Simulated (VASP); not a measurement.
# Al24Cu in VASP: a series of runs

Runs on Al24Cu. Level: PBE. Tasks: single point.

Program: VASP 6.6.1. These are calculated values, not measurements. Logs are shortened: lines on timing, memory, paths and dates and some standing lists are left out, and cuts for length are marked.

### Step 1. The cell of the first run

The cell holds a slab with vacuum, 25 atoms: a = 5.728 Å, b = 8.591 Å, c = 20.015 Å, α = 90.00°, β = 90.00°, γ = 60.00°.

### Step 2. Single point, PBE

Input file INCAR:

```
SYSTEM = Al24Cu
ALGO = Normal
EDIFF = 1E-6
ENCUT = 520
GGA = PE
ISIF = 2
ISMEAR = -1
LASPH = .True.
LCHARG = .False.
LREAL = Auto
LWAVE = .False.
NBANDS = 60
NELM = 60
PREC = Accurate
SIGMA = 0.1
```

Input file KPOINTS:

```
k-points
0
Gamma
  2 2 1
  0 0 0
```

Input file POSCAR:

```
Al24Cu
1.0
    5.7275650000      0.0000000000      0.0000000000
    4.2956740000      7.4403250000      0.0000000000
    0.0000000000      0.0000000000     20.0148060000
Al Cu
24 1
Direct
    0.0000000000      0.0000000000      0.0499630124
    0.5000030554      0.0000000000      0.0499630124
    0.0000023532      0.3333322133      0.0499630124
    0.5000054086      0.3333322133      0.0499630124
    0.0000047063      0.6666644266      0.0499630124
    0.5000077617      0.6666644266      0.0499630124
    0.2071892535      0.1072264988      0.1830744700
    0.7342113652      0.0855876591      0.1830344996
    0.1871482749      0.4428166780      0.1625996275
    0.7260140555      0.4197262888      0.1748605507
    0.1766818453      0.7843340177      0.1768340897
    0.6830486418      0.7605312940      0.1806312787
   -0.2054328499      0.2078672639      0.3389490760
    0.3227136328      0.1785137074      0.3238852278
   -0.1208419780      0.4886614496      0.2980993171
    0.3618599112      0.5326111427      0.2912294029
   -0.1637493988      0.8556481068      0.2989636772
    0.2968625224      0.8773944687      0.3141924034
    0.0085700766     -0.0680884236      0.4420477520
    0.5439274399     -0.1279379597      0.4522152251
    0.0114919670      0.2148158851      0.4561223326
    0.4266296127      0.2508223767      0.4817933284
    0.0549136190      0.6236689930      0.4121948522
    0.5664407623      0.5253130744      0.4238012599
    0.9113730755      0.5001663234      0.4995601756
```

Potentials or basis: VASP PAW PBE potentials, release 64 (Al, Cu).

Started as:

```console
$ cat potpaw_PBE.64/Al/POTCAR potpaw_PBE.64/Cu/POTCAR > POTCAR
$ mpirun -np 1 vasp_std > vasp.out
```

OUTCAR:

```text
SYSTEM = Al24Cu
   EDIFF = 1E-6
   ENCUT = 520
   GGA = PE
   ISIF = 2
   ISMEAR = -1
   LASPH = .True.
   LREAL = Auto
   NELM = 60
   PREC = Accurate

 ion  position               nearest neighbor table
   1  0.000  0.000  0.050-   4 2.86   2 2.86   3 2.86   5 2.86   2 2.86   6 2.86   8 2.97  11 3.01
                             7 3.23
   2  0.500  0.000  0.050-   1 2.86   3 2.86   4 2.86   6 2.86   5 2.86   1 2.86   7 3.04  12 3.16
                             8 3.23
   3  0.000  0.333  0.050-  10 2.85   9 2.85   6 2.86   4 2.86   5 2.86   2 2.86   1 2.86   4 2.86
                             7 3.16
   4  0.500  0.333  0.050-   9 2.74   1 2.86   3 2.86   6 2.86   2 2.86   5 2.86   3 2.86  10 3.07
                             8 3.25
   5  0.000  0.667  0.050-   9 2.81   6 2.86   3 2.86   4 2.86   1 2.86   2 2.86   6 2.86  12 3.05
                            11 3.08
   6  0.500  0.667  0.050-   3 2.86   5 2.86   4 2.86   2 2.86   5 2.86   1 2.86  11 3.00  12 3.07
                            10 3.11
   7  0.207  0.107  0.183-  10 2.73   8 2.81   9 2.86  12 2.86  11 2.87   8 2.93  14 3.03   2 3.04
                             3 3.16  18 3.17   1 3.23
   8  0.734  0.086  0.183-  11 2.56   7 2.81  10 2.85  17 2.91   7 2.93  12 2.95   1 2.97   9 3.13
                             2 3.23   4 3.25
   9  0.187  0.443  0.163-   4 2.74  10 2.76   5 2.81  12 2.83   3 2.85   7 2.86  11 2.92  16 3.00
                            10 3.00   8 3.13  15 3.15
  10  0.726  0.420  0.175-   7 2.73   9 2.76  15 2.78  12 2.82   3 2.85   8 2.85  16 2.95   9 3.00
                             4 3.07   6 3.11  11 3.14
  11  0.177  0.784  0.177-   8 2.56  12 2.80   7 2.87   9 2.92  12 2.94  16 2.96  17 2.99   6 3.00
                             1 3.01  18 3.04   5 3.08  10 3.14
  12  0.683  0.761  0.181-  17 2.79  11 2.80  10 2.82   9 2.83   7 2.86  11 2.94   8 2.95   5 3.05
                             6 3.07  15 3.10   2 3.16  18 3.29
  13  0.795  0.208  0.339-  21 2.67  15 2.81  16 2.81  14 2.85  18 2.90  24 2.91  19 2.91  14 2.92
                            17 3.02
  14  0.323  0.179  0.324-  15 2.66  18 2.67  13 2.85  17 2.90  13 2.92   7 3.03  21 3.12  16 3.23
                            22 3.33
  15  0.879  0.489  0.298-  14 2.66  10 2.78  16 2.80  13 2.81  23 2.96  16 2.97  24 3.01  17 3.04
                            12 3.10   9 3.15  18 3.35
  16  0.362  0.533  0.291-  15 2.80  13 2.81  18 2.83  23 2.86  24 2.89  17 2.90  10 2.95  11 2.96
                            15 2.97   9 3.00  14 3.23
  17  0.836  0.856  0.299-  18 2.75  12 2.79  23 2.86  16 2.90  14 2.90   8 2.91  11 2.99  18 3.02
                            13 3.02  15 3.04  19 3.20
  18  0.297  0.877  0.314-  14 2.67  17 2.75  16 2.83  13 2.90  19 2.95  17 3.02  11 3.04  20 3.09
                             7 3.17  12 3.29  15 3.35
  19  0.009  0.932  0.442-  21 2.46  23 2.60  20 2.85  13 2.91  18 2.95  20 2.96  22 3.18  17 3.20
[... 7 lines left out ...]
  23  0.055  0.624  0.412-  25 2.39  19 2.60  24 2.62  20 2.74  17 2.86  16 2.86  15 2.96  22 3.15
                            24 3.31
  24  0.566  0.525  0.424-  25 2.41  23 2.62  21 2.69  16 2.89  13 2.91  20 2.97  15 3.01  22 3.07
                            23 3.31
  25  0.911  0.500  0.500-  21 2.39  23 2.39  24 2.41  22 2.67  20 2.97

  LATTYP: Found a simple monoclinic cell.
 ALAT       =     5.7275650000
 B/A-ratio  =     3.4944703377
 C/A-ratio  =     1.3228756151
 COS(beta)  =    -0.1889822093

  Lattice vectors:

 A1 = (   5.7275650000,   0.0000000000,   0.0000000000)
 A2 = (   0.0000000000,   0.0000000000, -20.0148060000)
 A3 = (  -1.4318910000,   7.4403250000,   0.0000000000)

Analysis of symmetry for initial positions (statically):
=====================================================================
 Subroutine PRICEL returns:
 Original cell was already a primitive cell.

 Routine SETGRP: Setting up the symmetry group for a
 simple monoclinic supercell.

 Subroutine GETGRP returns: Found  1 space group operations
 (whereof  1 operations were pure point group operations)
 out of a pool of  4 trial point group operations.

The static configuration has the point symmetry C_1 .

Analysis of symmetry for dynamics (positions and initial velocities):
=====================================================================
 Subroutine PRICEL returns:
 Original cell was already a primitive cell.

 Routine SETGRP: Setting up the symmetry group for a
 simple monoclinic supercell.

 Subroutine GETGRP returns: Found  1 space group operations
 (whereof  1 operations were pure point group operations)
 out of a pool of  4 trial point group operations.

The dynamic configuration has the point symmetry C_1 .

 Subroutine INISYM returns: Found  1 space group operations
 (whereof  1 operations are pure point group operations),
 and found     1 'primitive' translations

[... 75 lines left out ...]
 generate k-points for:    2    2    1

 Generating k-lattice:

  Cartesian coordinates                     Fractional coordinates (reciprocal lattice)
     0.087297132 -0.050401027  0.000000000     0.500000000  0.000000000  0.000000000
     0.000000000  0.067201366  0.000000000     0.000000000  0.500000000  0.000000000
     0.000000000  0.000000000  0.049963012     0.000000000  0.000000000  1.000000000

  Length of vectors
     0.100802048  0.067201366  0.049963012

  Shift w.r.t. Gamma in fractional coordinates (k-lattice)
     0.000000000  0.000000000  0.000000000

 Subroutine IBZKPT returns following result:
 ===========================================

 Found      4 irreducible k-points:

 Following reciprocal coordinates:
            Coordinates               Weight
  0.000000  0.000000  0.000000      1.000000
  0.500000 -0.000000  0.000000      1.000000
  0.000000  0.500000  0.000000      1.000000
  0.500000  0.500000  0.000000      1.000000
   k-points           NKPTS =      4   k-points in BZ     NKDIM =      4   number of bands    NBANDS=     60
   number of dos      NEDOS =    301   number of ions     NIONS =     25
   total plane-waves  NPLWV = 460800
   dimension x,y,z NGX =    48 NGY =   64 NGZ =  150
   dimension x,y,z NGXF=    96 NGYF=  128 NGZF=  300
   ions per type =              24   1
   NGX,Y,Z   is equivalent  to a cutoff of  13.93, 12.38, 12.46 a.u.
   NGXF,Y,Z  is equivalent  to a cutoff of  27.86, 24.77, 24.92 a.u.
 SYSTEM =  Al24Cu
   PREC   = accura    normal or accurate (medium, high low for compatibility)
   ISTART =      0    job   : 0-new  1-cont  2-samecut
   ICHARG =      2    charge: 1-file 2-atom 10-const
   ISPIN  =      1    spin polarized calculation?
   LNONCOLLINEAR =      F non collinear calculations
   LSORBIT =      F    spin-orbit coupling
   LASPH  =      T    aspherical Exc in radial PAW
   ENCUT  =  520.0 eV  38.22 Ry    6.18 a.u.  10.65 15.97 37.21*2*pi/ulx,y,z
   NELM   =     60;   NELMIN=  2; NELMDL= -5     # of ELM steps
   EDIFF  = 0.1E-05   stopping-criterion for ELM
   LREAL  =      T    real-space projection
   EDIFFG = 0.1E-04   stopping-criterion for IOM
   NSW    =      0    number of steps for IOM
   IBRION =     -1    ionic relax: 0-MD 1-quasi-New 2-CG
   NFREE  =      0    steps in history (QN), initial steepest desc. (CG)
   ISIF   =      2    stress and relaxation
   ISYM   =      2    0-nonsym 1-usesym 2-fastsym
   POTIM  = 0.5000    time-step for ionic-motion
   TEBEG  =    0.0;   TEEND  =   0.0 temperature during run
   PSTRESS=    0.0 pullay stress
   NELECT =      83.0000    total number of electrons
   NUPDOWN=      -1.0000    fix difference up-down
   EMIN   =  10.00;   EMAX   =-10.00  energy-range for DOS
   EFERMI =   0.00;   METHOD = LEGACY
   ISMEAR =    -1;   SIGMA  =   0.10  broadening in eV -4-tet -1-fermi 0-gaus
   EFERMI_NEDOS =   21; number of points for ismear=-14 and -15
   IALGO  =     38    algorithm
   IMIX   =      4    mixing-type and parameters
     AMIX     =   0.40;   BMIX     =  1.00
     AMIX_MAG =   1.60;   BMIX_MAG =  1.00
  volume/ion in A,a.u.               =      34.12       230.23
  Fermi-wavevector in a.u.,A,eV,Ry     =   0.753003  1.422968  7.714677  0.567013
  Thomas-Fermi vector in A             =   1.850342
   LORBIT       =      0    0 simple, 1 ext, 2 COOP (PROOUT), +10 PAW based schemes
   GGA     = PE    functional components
   LHFCALC =     F    Hartree Fock is set to
   AEXX    =    0.0000 exact exchange contribution
   IVDW    =     0    specifies the selected vdW correction
   LEPSILON=     F    determine dielectric tensor
   LRPA    =     F    only Hartree local field effects (RPA)
 non-spin polarized calculation
  energy-cutoff  :      520.00
  volume of cell :      852.93
 maximum number of plane-waves:     22976
 NGX is ok and might be reduce to    48
   NGX = 21   NGY = 31   NGZ = 75

 number of electron      83.0000002 magnetization

 Free energy of the ion-electron system (eV)
  ---------------------------------------------------
  ext. energy  EPLUGINS =         0.00000000
  ---------------------------------------------------
  free energy    TOTEN  =       -86.33910047 eV

  energy without entropy =      -85.96121681  energy(sigma->0) =      -86.15015864

 E-fermi :   1.8599     XC(G=0):  -6.1194

 val. band max:        1.8489325712   @ k =   0.0000   0.0000   0.0000
 cond. band min:       1.8606878660   @ k =   0.5000  -0.0000   0.0000
 fundamental gap:      0.0117552948
 Fermi energy:         1.8599107247

 k-point     1 :       0.0000    0.0000    0.0000
  band No.  band energies     occupation
      1      -8.2985      2.00000
      2      -7.5804      2.00000
      3      -6.3022      2.00000
      4      -5.7903      2.00000
      5      -5.5172      2.00000
      6      -5.0100      2.00000
[... 213 lines left out ...]
     52       3.5548      0.00000
     53       3.6930      0.00000
 [bands above 53 left out]

------------------------ aborting loop because EDIFF is reached ----------------------------------------

  FORCE on cell =-STRESS in cart. coord.  units (eV):
  Direction    XX          YY          ZZ          XY          YZ          ZX
  --------------------------------------------------------------------------------------
  -------------------------------------------------------------------------------------
  Total      -19.8560253     -9.1299402     -1.9133838      1.8220230      0.4202486      0.8918548
  in kB      -37.2983467    -17.1500423     -3.5941762      3.4225605      0.7894117      1.6752954
  external PRESSURE =     -19.3475217 kB  Pullay stress =       0.0000000 kB

 VOLUME and BASIS-vectors are now :
 -----------------------------------------------------------------------------
  energy-cutoff  :      520.00
  volume of cell :      852.93
      direct lattice vectors                 reciprocal lattice vectors
     5.727565000  0.000000000  0.000000000     0.174594265 -0.100802054  0.000000000
     4.295674000  7.440325000  0.000000000     0.000000000  0.134402731  0.000000000
     0.000000000  0.000000000 20.014806000     0.000000000  0.000000000  0.049963012

 POSITION                                       TOTAL-FORCE (eV/Angst)
 -----------------------------------------------------------------------------------
      0.00000      0.00000      1.00000         0.006795     -0.010928      0.094925
      2.86380      0.00000      1.00000         0.043146     -0.001731      0.141228
      1.43190      2.48010      1.00000        -0.029429     -0.089987     -0.109715
      4.29570      2.48010      1.00000         0.237121     -0.069466     -0.124617
      2.86380      4.96020      1.00000         0.044497      0.164142     -0.045180
      5.72760      4.96020      1.00000        -0.019730     -0.018848      0.131832
[... 17 lines left out ...]
      5.50090      3.90850      8.48230        -0.044120      0.374312      0.011427
      7.36850      3.72140      9.99860         0.133772      0.120495      0.014085
 -----------------------------------------------------------------------------------
    total drift:                                0.004993     -0.012095     -0.002265

  FREE ENERGIE OF THE ION-ELECTRON SYSTEM (eV)
  ---------------------------------------------------
  free  energy   TOTEN  =       -86.3391004672 eV

  energy  without entropy=      -85.9612168071  energy(sigma->0) =      -86.15015864
```

It took 21 min on 1 thread of AMD EPYC 7R13, shared host; peak memory 0.87 GiB.

Results:

| Property | Result |
| --- | --- |
| Free energy | -86.3391 eV |
| Largest force | 1.095 eV/Å |

Forces on the atoms (eV/Å):
```
Al   0.007 -0.011  0.095
Al   0.043 -0.002  0.141
Al  -0.029 -0.090 -0.110
Al   0.237 -0.069 -0.125
Al   0.044  0.164 -0.045
Al  -0.020 -0.019  0.132
Al   0.233 -0.098 -0.016
Al  -0.685  0.849 -0.096
Al   0.323  0.000  0.658
Al  -0.651  0.076 -0.078
Al   0.323 -0.774 -0.159
Al  -0.058 -0.014 -0.049
Al  -0.254 -0.237 -0.471
Al   0.452  0.101  0.149
Al   0.187  0.599  0.054
Al  -0.226 -0.163 -0.160
Al  -0.458  0.080  0.340
Al   0.487 -0.417 -0.108
Al  -0.572 -0.471  0.047
Al   0.082  0.122  0.097
Al   0.041  0.222  0.395
Al   0.643  0.125 -0.331
Al  -0.241 -0.467 -0.386
Al  -0.044  0.374  0.011
Cu   0.134  0.120  0.014
```

Caveat: the k points lie up to 0.63 Å⁻¹ apart.

### Step 3. Single point, PBE

Input file INCAR:

```
  PREC = Accurate
  ENCUT = 520
  EDIFF = 1E-6
  ISMEAR = -1
  SIGMA = 0.1
  LREAL = Auto
  LASPH = T
  NELM = 100
  ALGO = Normal
  ISIF = 2
  LWAVE = F
  LCHARG = T
  GGA = PE
  LELF = T
  LVHAR = T
  NBANDS = 60
```

Input file KPOINTS:

```
regular mesh
0
Gamma
  2 2 1
```

Input file POSCAR:

```
Al24Cu
1.0
    5.7275650000      0.0000000000      0.0000000000
    4.2956740000      7.4403250000      0.0000000000
    0.0000000000      0.0000000000     20.0148060000
Al Cu
24 1
Direct
    0.0000000000      0.0000000000      0.0499630124
    0.5000030554      0.0000000000      0.0499630124
    0.0000023532      0.3333322133      0.0499630124
    0.5000054086      0.3333322133      0.0499630124
    0.0000047063      0.6666644266      0.0499630124
    0.5000077617      0.6666644266      0.0499630124
    0.1915658577      0.1094575842      0.1602313807
    0.6637086162      0.1162718026      0.1641334920
    0.2072128787      0.4397388555      0.1777234313
    0.7171089958      0.4295511285      0.1686251668
    0.1480208840      0.7879091303      0.1699941533
    0.7087864854      0.7618081199      0.1787876435
   -0.1343147449      0.1827877142      0.3303604342
    0.4087758335      0.1918464583      0.2938874351
   -0.1360773359      0.5322079345      0.2981742616
    0.4202816592      0.5329337092      0.2885463891
   -0.1227555217      0.8680803594      0.3039100154
    0.3622636751      0.8698544754      0.3028957663
    0.0246813053     -0.0805609970      0.4582957237
    0.5966315878     -0.1524664581      0.4580858790
    0.1126756207      0.1793066835      0.4563121921
    0.4524278286      0.2727837830      0.4856904434
    0.0684769209      0.6139651158      0.4115952960
    0.5911485143      0.4721164734      0.4184302361
    0.8989376357      0.4958654360      0.4925553613
```

Potentials or basis: VASP PAW PBE potentials, release 64 (Al, Cu).

Started as:

```console
$ cat potpaw_PBE.64/Al/POTCAR potpaw_PBE.64/Cu/POTCAR > POTCAR
$ mpirun -np 1 vasp_std > vasp.out
```

Wall time 14 min (1 thread of AMD EPYC 7R13, shared host); peak memory 0.87 GiB.

It converged, with:

```
Free energy   : -85.7969 eV
Largest force : 1.088 eV/Å
```

Forces on the atoms (eV/Å):
```
Al  -0.158 -0.040 -0.301
Al   0.267 -0.099 -0.365
Al   0.115  0.149 -0.345
Al   0.013  0.116 -0.285
Al   0.066 -0.028 -0.027
Al  -0.007 -0.037  0.065
Al  -0.341 -0.209  1.010
Al   0.392 -0.328  0.446
Al  -0.091  0.030 -0.018
Al  -0.198  0.086  0.288
Al   0.791 -0.060  0.214
Al  -0.671  0.270  0.030
Al   0.683  0.260  0.001
Al  -0.866  0.254  0.095
Al   0.867 -0.328  0.109
Al  -1.065 -0.181 -0.127
Al  -0.429 -0.316  0.129
Al   0.495  0.342 -0.024
Al  -0.316 -0.167 -0.253
Al  -0.436  0.236  0.072
Al  -0.541  0.182 -0.295
Al   0.338 -0.159  0.058
Al   0.343 -0.265 -0.638
Al   0.593  0.351 -0.037
Cu   0.155 -0.059  0.194
```

Levels at points of the mesh, in eV from the Fermi level:
```
           k point  band 39  band 40  band 41  band 42  band 43  band 44
(0.00, 0.00, 0.00)    -0.60    -0.49    -0.43    -0.06     0.10     0.18
(0.50, 0.00, 0.00)    -0.37    -0.25    -0.16     0.09     0.23     0.36
(0.00, 0.50, 0.00)    -0.98    -0.83    -0.67    -0.57    -0.44    -0.40
(0.50, 0.50, 0.00)     0.06     0.20     0.41     0.49     0.66     0.69
```

Caveat: the k points lie up to 0.63 Å⁻¹ apart.
